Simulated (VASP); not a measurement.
Here is a VASP 6.6.1 calculation.

Contents of INCAR:

```
ALGO = Normal
EDIFF = 1E-7
ENCUT = 520
GGA = PE
ISIF = 2
ISMEAR = -1
LASPH = T
LCHARG = T
LELF = T
LREAL = F
LVHAR = T
LWAVE = F
NBANDS = 16
NELM = 60
PREC = Accurate
SIGMA = 0.08
```

KPOINTS

```
k-points
0
Gamma
  14 14 14
```

POSCAR

```
WC
1.0
    0.0000000000      2.2018265425      2.2018265425
    2.2018265425      0.0000000000      2.2018265425
    2.2018265425      2.2018265425      0.0000000000
W C
1 1
Direct
    0.0000000000      0.0000000000      0.0000000000
    0.2500000000      0.2500000000      0.2500000000
```

Potentials or basis: VASP PAW PBE potentials, release 64 (W_sv, C).

Command:

```sh
$ cat potpaw_PBE.64/W_sv/POTCAR potpaw_PBE.64/C/POTCAR > POTCAR
$ mpirun -np 1 vasp_std > vasp.out
```

Q: Estimate the band gap on the k mesh.

A: Zero (bands 9 and 10 overlap by 1.77 eV).

Q: Predict the pressure.

A: 77.6 GPa.

Caveat: the cell stands under pressure; spin-orbit coupling is left out, which moves the levels of the heavy elements.
